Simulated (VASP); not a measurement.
A run of VASP 6.6.1 is set up as follows.

The input INCAR:

```
ALGO = Normal
EDIFF = 1E-6
EDIFFG = -0.02
ENCUT = 600
GGA = PS
IBRION = 2
ISIF = 3
ISMEAR = 0
LASPH = True
LCHARG = False
LREAL = False
LWAVE = False
NELM = 60
NSW = 60
PREC = Accurate
SIGMA = 0.02
```

KPOINTS

```
k-points
0
Gamma
  6 6 6
```

Contents of POSCAR:

```
KCl
1.0
    3.8641123820     -0.0370098494      0.0383919600
   -0.0370098494      3.8397334874      0.0149728644
    0.0383919600      0.0149728644      3.8939429350
K Cl
1 1
Direct
    0.0076552487      0.0019170681     -0.0134898036
    0.4923447513      0.4980829319      0.5134898036
```

Potentials or basis: VASP PAW PBE potentials, release 64 (K_sv, Cl).

Launch:

```console
$ cat potpaw_PBE.64/K_sv/POTCAR potpaw_PBE.64/Cl/POTCAR > POTCAR
$ mpirun -np 1 vasp_std > vasp.out
```

(1) Estimate the space group after relaxing (to 0.1 Å).

(2) Estimate the relaxed cell.

(3) Estimate the relaxed volume.

Answers

(1) Pm-3m (No. 221).

(2) a = 3.746 Å, b = 3.748 Å, c = 3.744 Å, α = 90.24°, β = 90.51°, γ = 89.84°.

(3) 26.28 Å³/atom.

Caveat: the PAW data sets were made with another functional, which shifts forces and pressure a little.
